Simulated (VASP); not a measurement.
Bi: single point with LDA

Crystal: Bi.

```
CELL_PARAMETERS angstrom
5.58299 0.00000 0.00000
-2.79149 4.83501 0.00000
0.00000 0.00000 3.29731
ATOMIC_POSITIONS crystal
Bi 0.00000 0.00000 0.00000
Bi 0.33333 0.66667 0.50000
Bi 0.66667 0.33333 0.50000
```

This isn't the form of Bi at room conditions, which is rhombohedral.

- Program: VASP 6.6.1
- Task: single point
- Functional: LDA
- Potentials or basis: VASP PAW LDA potentials, release 64 (Bi_d)
- Cutoff: 520 eV
- k mesh: 8 × 8 × 11
- Occupations: fermi-dirac, width 0.1 eV
- Spin: no spin polarisation

- Pressure: 0.0 GPa
- Band gap on the k mesh: zero (an odd number of electrons rules out a gap without spin polarisation)

Stress tensor (GPa, compression positive):
```
-0.27  0.00  0.00
 0.00 -0.27  0.00
 0.00  0.00  0.39
```

Levels at points of the mesh, in eV from the Fermi level:
```tsv
k point	band 19	band 20	band 21	band 22	band 23	band 24	band 25	band 26
(0.00, 0.00, 0.00)	-3.68	-3.68	-3.45	-3.45	1.76	5.26	5.26	5.85
(0.50, 0.00, 0.00)	-5.41	-1.47	-1.28	1.15	1.46	2.02	3.45	3.46
```

Run time: 3 min on 1 thread of Intel Xeon 8259CL, on a shared host, peak memory 0.25 GiB.

Caveat: spin-orbit coupling is left out, which moves the levels of the heavy elements.
